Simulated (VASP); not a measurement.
Here is a VASP 6.6.1 calculation.

Contents of INCAR:

```
SYSTEM = PbSe
PREC = Accurate
ENCUT = 500
EDIFF = 1E-7
ISMEAR = 0
SIGMA = 0.01
LREAL = .False.
LASPH = .True.
NELM = 120
ALGO = Normal
ISIF = 3
LWAVE = .False.
LCHARG = .False.
GGA = RE
IVDW = 13
IBRION = 2
NSW = 80
EDIFFG = -0.01
PSTRESS = 400.0
GGA_COMPAT = .False.
NELMIN = 4
```

The input KPOINTS:

```
regular mesh
0
Gamma
  7 7 7
  0 0 0
```

File POSCAR:

```
PbSe
1.0
    0.0000000000      3.0606500000      3.0606500000
    3.0606500000      0.0000000000      3.0606500000
    3.0606500000      3.0606500000      0.0000000000
Pb Se
1 1
Direct
    0.0000000000      0.0000000000      0.0000000000
    0.5000000000      0.5000000000      0.5000000000
```

Potentials or basis: VASP PAW PBE potentials, release 64 (Pb_d, Se).

Launch:

```console
$ cat potpaw_PBE.64/Pb_d/POTCAR potpaw_PBE.64/Se/POTCAR > POTCAR
$ mpirun -np 1 vasp_std > vasp.out
```

(1) Estimate the relaxed volume.

(2) Estimate the space group after relaxing (to 0.1 Å).

## Answers

(1) 20.04 Å³/atom.

(2) Fm-3m (No. 225).

Caveat: the cell is relaxed towards a set pressure, so the run minimises the enthalpy, not the energy; the volume moved by over 15 % at a fixed basis, so the end points are rough; the PAW data sets were made with another functional, which shifts forces and pressure a little.
